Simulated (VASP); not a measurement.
# H (P6_3/mmc) in VASP: notebook

Runs on H. Level: PBE. Tasks: single point.

Program: VASP 6.6.1. These are calculated values, not measurements. Logs are shortened: lines on timing, memory, paths and dates and some standing lists are left out, and cuts for length are marked.

## 1. The cell of the first run

It takes space group P6_3/mmc (No. 194, hexagonal). Conventional cell: a = 5.749 Å, b = 5.749 Å, c = 0.985 Å, α = 90.00°, β = 90.00°, γ = 120.00°. Within 1.3 Å of H (site symmetry -6m2) lie 2 H at 0.99 Å.

## 2. Single point, PBE

Contents of INCAR:

```
  PREC = Accurate
  ENCUT = 520
  EDIFF = 1E-6
  ISMEAR = 0
  SIGMA = 0.02
  LREAL = F
  LASPH = T
  NELM = 60
  ALGO = Normal
  ISIF = 2
  LWAVE = F
  LCHARG = F
  GGA = PE
  NBANDS = 8
```

Contents of KPOINTS:

```
regular mesh
0
Gamma
  6 6 22
```

Contents of POSCAR:

```
H
1.0
    5.7489093662      0.0000000000      0.0000000000
   -2.8744546831      4.9787015552      0.0000000000
    0.0000000000      0.0000000000      0.9853100949
H
2
Direct
    0.3333333333      0.6666666667      0.2500000000
    0.6666666667      0.3333333333      0.7500000000
```

Potentials or basis: VASP PAW PBE potentials, release 64 (H).

The run is started by

```console
> cat potpaw_PBE.64/H/POTCAR > POTCAR
> mpirun -np 1 vasp_std > vasp.out
```

OUTCAR:

```text
PREC = Accurate
   ENCUT = 520
   EDIFF = 1E-6
   ISMEAR = 0
   LREAL = F
   LASPH = T
   NELM = 60
   ISIF = 2
   GGA = PE

 ion  position               nearest neighbor table
   1  0.333  0.667  0.250-
   2  0.667  0.333  0.750-

  LATTYP: Found a hexagonal cell.
 ALAT       =     5.7489093662
 C/A-ratio  =     0.1713907860

  Lattice vectors:

 A1 = (   5.7489093662,   0.0000000000,   0.0000000000)
 A2 = (  -2.8744546831,   4.9787015552,   0.0000000000)
 A3 = (   0.0000000000,   0.0000000000,   0.9853100949)

Analysis of symmetry for initial positions (statically):
=====================================================================
 Subroutine PRICEL returns:
 Original cell was already a primitive cell.

 Routine SETGRP: Setting up the symmetry group for a
 hexagonal supercell.

 Subroutine GETGRP returns: Found 24 space group operations
 (whereof 12 operations were pure point group operations)
 out of a pool of 24 trial point group operations.

The static configuration has the point symmetry D_3d.
 The point group associated with its full space group is D_6h.

Analysis of symmetry for dynamics (positions and initial velocities):
=====================================================================
 Subroutine PRICEL returns:
 Original cell was already a primitive cell.

 Routine SETGRP: Setting up the symmetry group for a
 hexagonal supercell.

 Subroutine GETGRP returns: Found 24 space group operations
 (whereof 12 operations were pure point group operations)
 out of a pool of 24 trial point group operations.

The dynamic configuration has the point symmetry D_3d.
 The point group associated with its full space group is D_6h.

 Subroutine INISYM returns: Found 24 space group operations
 (whereof 12 operations are pure point group operations),
 and found     1 'primitive' translations

----------------------------------------------------------------------------------------

                                     Primitive cell

  volume of cell :      28.2016

  direct lattice vectors                    reciprocal lattice vectors
     5.748909366  0.000000000  0.000000000     0.173946037  0.100427791  0.000000000
    -2.874454683  4.978701555  0.000000000     0.000000000  0.200855582  0.000000000
     0.000000000  0.000000000  0.985310095     0.000000000  0.000000000  1.014908916

  length of vectors
     5.748909366  5.748909366  0.985310095     0.200855582  0.200855582  1.014908916

  position of ions in fractional coordinates (direct lattice)
     0.333333333  0.666666667  0.250000000
     0.666666667  0.333333333  0.750000000

  ion indices of the primitive-cell ions
   primitive index   ion index
                 1           1
                 2           2

----------------------------------------------------------------------------------------

 KPOINTS: regular mesh

Automatic generation of k-mesh.
 Grid dimensions read from file:
 generate k-points for:    6    6   22

 Generating k-lattice:

  Cartesian coordinates                     Fractional coordinates (reciprocal lattice)
     0.028991006  0.016737965  0.000000000     0.166666667  0.000000000  0.000000000
     0.000000000  0.033475930  0.000000000     0.000000000  0.166666667  0.000000000
     0.000000000  0.000000000  0.046132223     0.000000000  0.000000000  0.045454545

  Length of vectors
     0.033475930  0.033475930  0.046132223

  Shift w.r.t. Gamma in fractional coordinates (k-lattice)
     0.000000000  0.000000000  0.000000000

 Subroutine IBZKPT returns following result:
 ===========================================

 Found     84 irreducible k-points:

 Following reciprocal coordinates:
            Coordinates               Weight
  0.000000  0.000000  0.000000      1.000000
  0.166667 -0.000000  0.000000      6.000000
  0.333333 -0.000000  0.000000      6.000000
  0.500000  0.000000  0.000000      3.000000
  0.166667  0.166667  0.000000      6.000000
  0.333333  0.166667  0.000000     12.000000
[... 16 lines left out ...]
  0.166667 -0.000000  0.136364     12.000000
  0.333333 -0.000000  0.136364     12.000000
 [... further k-points ...]
   k-points           NKPTS =     84   k-points in BZ     NKDIM =     84   number of bands    NBANDS=      8
   number of dos      NEDOS =    301   number of ions     NIONS =      2
   total plane-waves  NPLWV =  18432
   dimension x,y,z NGX =    48 NGY =   48 NGZ =    8
   dimension x,y,z NGXF=    96 NGYF=   96 NGZF=   16
   ions per type =               2
   NGX,Y,Z   is equivalent  to a cutoff of  13.88, 13.88, 13.50 a.u.
   NGXF,Y,Z  is equivalent  to a cutoff of  27.76, 27.76, 27.00 a.u.
 SYSTEM =  unknown system
   PREC   = accura    normal or accurate (medium, high low for compatibility)
   ISTART =      0    job   : 0-new  1-cont  2-samecut
   ICHARG =      2    charge: 1-file 2-atom 10-const
   ISPIN  =      1    spin polarized calculation?
   LNONCOLLINEAR =      F non collinear calculations
   LSORBIT =      F    spin-orbit coupling
   LASPH  =      T    aspherical Exc in radial PAW
   ENCUT  =  520.0 eV  38.22 Ry    6.18 a.u.  10.69 10.69  1.83*2*pi/ulx,y,z
   NELM   =     60;   NELMIN=  2; NELMDL= -5     # of ELM steps
   EDIFF  = 0.1E-05   stopping-criterion for ELM
   LREAL  =      F    real-space projection
   EDIFFG = 0.1E-04   stopping-criterion for IOM
   NSW    =      0    number of steps for IOM
   IBRION =     -1    ionic relax: 0-MD 1-quasi-New 2-CG
   NFREE  =      0    steps in history (QN), initial steepest desc. (CG)
   ISIF   =      2    stress and relaxation
   ISYM   =      2    0-nonsym 1-usesym 2-fastsym
   POTIM  = 0.5000    time-step for ionic-motion
   TEBEG  =    0.0;   TEEND  =   0.0 temperature during run
   PSTRESS=    0.0 pullay stress
   NELECT =       2.0000    total number of electrons
   NUPDOWN=      -1.0000    fix difference up-down
   EMIN   =  10.00;   EMAX   =-10.00  energy-range for DOS
   EFERMI =   0.00;   METHOD = LEGACY
   ISMEAR =     0;   SIGMA  =   0.02  broadening in eV -4-tet -1-fermi 0-gaus
   EFERMI_NEDOS =   21; number of points for ismear=-14 and -15
   IALGO  =     38    algorithm
   IMIX   =      4    mixing-type and parameters
     AMIX     =   0.40;   BMIX     =  1.00
     AMIX_MAG =   1.60;   BMIX_MAG =  1.00
  volume/ion in A,a.u.               =      14.10        95.16
  Fermi-wavevector in a.u.,A,eV,Ry     =   0.677631  1.280537  6.247576  0.459184
  Thomas-Fermi vector in A             =   1.755297
   LORBIT       =      0    0 simple, 1 ext, 2 COOP (PROOUT), +10 PAW based schemes
   GGA     = PE    functional components
   LHFCALC =     F    Hartree Fock is set to
   AEXX    =    0.0000 exact exchange contribution
   IVDW    =     0    specifies the selected vdW correction
   LEPSILON=     F    determine dielectric tensor
   LRPA    =     F    only Hartree local field effects (RPA)
 non-spin polarized calculation
 Gauss-broadening in eV      SIGMA  =   0.02
  energy-cutoff  :      520.00
  volume of cell :       28.20
 maximum number of plane-waves:       808
 NGX is ok and might be reduce to    48
   NGX = 21   NGY = 21   NGZ =  3

 number of electron       2.0000001 magnetization

 Free energy of the ion-electron system (eV)
  ---------------------------------------------------
  ext. energy  EPLUGINS =         0.00000000
  ---------------------------------------------------
  free energy    TOTEN  =        -6.08694159 eV

  energy without entropy =       -6.08694159  energy(sigma->0) =       -6.08694159

 E-fermi :  -3.9885     XC(G=0):  -4.5005

 val. band max:       -4.2098349135   @ k =   0.0000   0.0000   0.2273
 cond. band min:      -1.3130834141   @ k =   0.0000   0.0000   0.2727
 fundamental gap:      2.8967514994
 Fermi energy:        -3.9885276783

 k-point     1 :       0.0000    0.0000    0.0000
  band No.  band energies     occupation
      1     -12.6844      2.00000
      2     -12.1052      2.00000
      3       1.6021      0.00000
      4       1.8982      0.00000
      5       1.8982      0.00000
      6       3.4144      0.00000
      7       3.4144      0.00000
      8       9.2441      0.00000

 k-point     2 :       0.1667   -0.0000    0.0000
  band No.  band energies     occupation
      1     -12.6515      2.00000
      2     -12.1411      2.00000
      3       1.1013      0.00000
      4       1.5770      0.00000
      5       2.0004      0.00000
      6       4.0404      0.00000
      7       4.4062      0.00000
      8       8.3095      0.00000

 k-point     3 :       0.3333   -0.0000    0.0000
  band No.  band energies     occupation
      1     -12.5659      2.00000
      2     -12.2328      2.00000
      3       0.4668      0.00000
      4       1.1916      0.00000
      5       2.4995      0.00000
      6       5.2983      0.00000
      7       5.8469      0.00000
      8       7.3107      0.00000

 k-point     4 :       0.5000    0.0000    0.0000
  band No.  band energies     occupation
      1     -12.4964      2.00000
      2     -12.3049      2.00000
      3       0.2370      0.00000
      4       1.0501      0.00000
      5       2.8607      0.00000
      6       5.7090      0.00000
      7       6.3255      0.00000
      8       8.1499      0.00000

 k-point     5 :       0.1667    0.1667    0.0000
  band No.  band energies     occupation
      1     -12.5914      2.00000
      2     -12.2059      2.00000
      3       0.4979      0.00000
      4       1.6105      0.00000
      5       2.0692      0.00000
      6       5.0763      0.00000
      7       5.4801      0.00000
      8       7.3004      0.00000
[... 177 lines left out ...]
 k-point    22 :       0.0000    0.0000    0.1364
  band No.  band energies     occupation
      1      -9.8346      2.00000
      2      -9.2586      2.00000
      3       4.4762      0.00000
      4       4.7793      0.00000
      5       4.7793      0.00000
      6       6.2954      0.00000
      7       6.2954      0.00000
      8      12.1137      0.00000

 k-point    23 :       0.1667   -0.0000    0.1364
  band No.  band energies     occupation
      1      -9.8017      2.00000
      2      -9.2942      2.00000
      3       3.9792      0.00000
      4       4.4580      0.00000
      5       4.8788      0.00000
      6       6.9214      0.00000
      7       7.2850      0.00000
      8      11.1844      0.00000

 k-point    24 :       0.3333   -0.0000    0.1364
  band No.  band energies     occupation
      1      -9.7162      2.00000
      2      -9.3850      2.00000
      3       3.3462      0.00000
      4       4.0726      0.00000
      5       5.3755      0.00000
      6       8.1794      0.00000
      7       8.7223      0.00000
      8      10.1919      0.00000

 [... further k-points ...]

------------------------ aborting loop because EDIFF is reached ----------------------------------------

  FORCE on cell =-STRESS in cart. coord.  units (eV):
  Direction    XX          YY          ZZ          XY          YZ          ZX
  --------------------------------------------------------------------------------------
  -------------------------------------------------------------------------------------
  Total       -0.0192458     -0.0192458     -0.0327564      0.0000000     -0.0000000      0.0000000
  in kB       -1.0933830     -1.0933830     -1.8609413      0.0000000     -0.0000000      0.0000000
  external PRESSURE =      -1.3492357 kB  Pullay stress =       0.0000000 kB

 VOLUME and BASIS-vectors are now :
 -----------------------------------------------------------------------------
  energy-cutoff  :      520.00
  volume of cell :       28.20
      direct lattice vectors                 reciprocal lattice vectors
     5.748909366  0.000000000  0.000000000     0.173946037  0.100427791  0.000000000
    -2.874454683  4.978701555  0.000000000     0.000000000  0.200855582  0.000000000
     0.000000000  0.000000000  0.985310095     0.000000000  0.000000000  1.014908916

 POSITION                                       TOTAL-FORCE (eV/Angst)
 -----------------------------------------------------------------------------------
     -0.00000      3.31913      0.24633        -0.000000      0.000000      0.000000
      2.87445      1.65957      0.73898         0.000000     -0.000000      0.000000
 -----------------------------------------------------------------------------------
    total drift:                               -0.000000      0.000000     -0.000000

  FREE ENERGIE OF THE ION-ELECTRON SYSTEM (eV)
  ---------------------------------------------------
  free  energy   TOTEN  =        -6.0869415947 eV

  energy  without entropy=       -6.0869415947  energy(sigma->0) =       -6.08694159
```

Wall time 24 s (1 thread of Intel Xeon 8259CL, shared host); peak memory 0.15 GiB.

Results:

* Free energy: -6.0869 eV
* Pressure: -0.1 GPa
* Band gap on the k mesh: zero (bands 1 and 2 overlap by 34.17 eV)

## 3. Single point, PBE

This run uses another cell than the first one, of 44.56 Å³/atom.

Contents of INCAR:

```
PREC = Accurate
ENCUT = 520
EDIFF = 1E-6
ISMEAR = 0
SIGMA = 0.1
LREAL = F
LASPH = T
NELM = 80
ALGO = Normal
ISIF = 2
LWAVE = F
LCHARG = F
GGA = PE
NBANDS = 8
```

Contents of KPOINTS:

```
regular mesh
0
Gamma
  6 6 6
```

Contents of POSCAR:

```
H
1.0
    5.1702470185      0.0000000000      0.0000000000
   -2.5851235093      4.4775652619      0.0000000000
    0.0000000000      0.0000000000      3.8495250000
H
2
Direct
    0.3333333300      0.6666666700      0.2500000000
    0.6666666700      0.3333333300      0.7500000000
```

Potentials or basis: VASP PAW PBE potentials, release 64 (H).

The run is started by

```console
> cat potpaw_PBE.64/H/POTCAR > POTCAR
> mpirun -np 1 vasp_std > vasp.out
```

Wall time 22 s (1 thread of Intel Xeon 8259CL, shared host); peak memory 0.19 GiB.

Results (log left out):

| Item | Value |
| --- | --- |
| Free energy | -0.6179 eV |
| Pressure | -1.6 GPa |
| Band gap on the k mesh | zero (bands 1 and 2 overlap by 0.40 eV) |

Stress tensor (GPa, compression positive):
```
-1.48  0.00  0.00
 0.00 -1.48  0.00
 0.00  0.00 -1.84
```

Levels at points of the mesh, in eV from the Fermi level:
```
           k point  band 1  band 2  band 3  band 4  band 5  band 6
(0.00, 0.00, 0.00)   -1.13    0.57    8.08    9.65    9.65   10.80
(0.50, 0.00, 0.00)   -0.55   -0.03    6.61    8.31    9.58   11.90
(0.00, 0.00, 0.50)   -0.01   -0.01    7.91    7.91   11.95   11.95
(0.50, 0.00, 0.50)    0.10    0.10    7.40    7.40   10.07   10.07
```
